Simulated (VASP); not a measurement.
A run of VASP 6.6.1 is set up as follows.

Contents of POSCAR:

```
CdF2
1.0
    3.6395936047      0.0000000000      0.0000000000
   -1.8197968024      3.1519805211      0.0000000000
    0.0000000000      0.0000000000      6.7648876738
Cd F
2 4
Direct
    0.3333333333      0.6666666667      0.6165738387
    0.6666666667      0.3333333333      0.1165738387
    0.6666666667      0.3333333333      0.7567664340
    0.3333333333      0.6666666667      0.2567664340
    0.0000000000      0.0000000000      0.0016617272
    0.0000000000      0.0000000000      0.5016617272
```

Contents of INCAR.step1:

```
SYSTEM = CdF2
ALGO = Normal
EDIFF = 1E-4
ENCUT = 520
GGA = PE
ISMEAR = -1
LASPH = .TRUE.
LCHARG = .FALSE.
LREAL = .FALSE.
LWAVE = .TRUE.
NBANDS = 35
NELM = 60
PREC = Accurate
SIGMA = 0.03
```

Contents of INCAR.step2:

```
SYSTEM = CdF2
ALGO = Normal
BPARAM = 11.95
CPARAM = 0.0093
EDIFF = 1E-6
ENCUT = 520
ISIF = 2
ISMEAR = -1
ISTART = 1
IVDW_NL = 2
LASPH = .TRUE.
LCHARG = .FALSE.
LMIXTAU = .TRUE.
LREAL = .FALSE.
LUSE_VDW = .TRUE.
LWAVE = .FALSE.
METAGGA = R2SCAN
NBANDS = 35
NELM = 60
PREC = Accurate
SIGMA = 0.03
```

Contents of KPOINTS:

```
k-points
0
G
  12 12 4
  0 0 0
```

Potentials or basis: VASP PAW PBE potentials, release 64 (Cd, F).

The run is started by

```console
$ cat potpaw_PBE.64/Cd/POTCAR potpaw_PBE.64/F/POTCAR > POTCAR
$ cp INCAR.step1 INCAR
$ mpirun -np 1 vasp_std > vasp.out
$ cp INCAR.step2 INCAR
$ mpirun -np 1 vasp_std > vasp.out
```

(1) Estimate the pressure.

(2) Estimate the largest force.

(3) Estimate the band gap on the k mesh.

## Answers

(1) 1.3 GPa.

(2) 0.084 eV/Å.

(3) 3.42 eV (least direct gap 3.54 eV).

Caveat: the PAW data sets were made with another functional, which shifts forces and pressure a little.
